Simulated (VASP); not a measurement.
Crystal: Sb.

```
Sb
1.0
     0.00000    2.30797    2.30797
     2.30797    0.00000    2.30797
     2.30797    2.30797    0.00000
Sb
1
Cartesian
  0.0000 0.0000 0.0000
```

- Program: VASP 6.6.1
- Task: relaxation of cell and atoms
- Functional: r2SCAN
- Potentials or basis: VASP PAW PBE potentials, release 64 (Sb)
- Cutoff: 600 eV
- k mesh: 13 × 13 × 13
- Occupations: fermi-dirac, width 0.0469 eV
- Spin: no spin polarisation

At the start: pressure 7.3 GPa; volume 24.59 Å³/atom.

Problem. How do energy, volume and symmetry change on relaxing?

Solution. Over 3 steps the energy falls by 52.6 meV/atom and the volume is 27.12 Å³/atom (+10.3 %); space group Fm-3m (No. 225, to 0.05 Å).

Step by step:
| step | energy change (eV) | largest force (eV/Å) | pressure (GPa) | volume (Å³) |
| --- | --- | --- | --- | --- |
| 1 | 0.0000 | 0.0000 | 7.34 | 24.59 |
| 2 | -0.0350 | 0.0000 | -3.20 | 28.82 |
| 3 | -0.0526 | 0.0000 | 0.04 | 27.12 |

Final structure:
```yaml
crystal:
  lattice:
    - [0.00000, 2.38458, 2.38458]
    - [2.38458, 0.00000, 2.38458]
    - [2.38458, 2.38458, 0.00000]
  atoms:
    - { symbol: Sb, position: [0.00000, 0.00000, 0.00000] }
```

Caveat: the PAW data sets were made with another functional, which shifts forces and pressure a little; the volume moved by +10 % from the deposited cell, more than functionals usually miss.
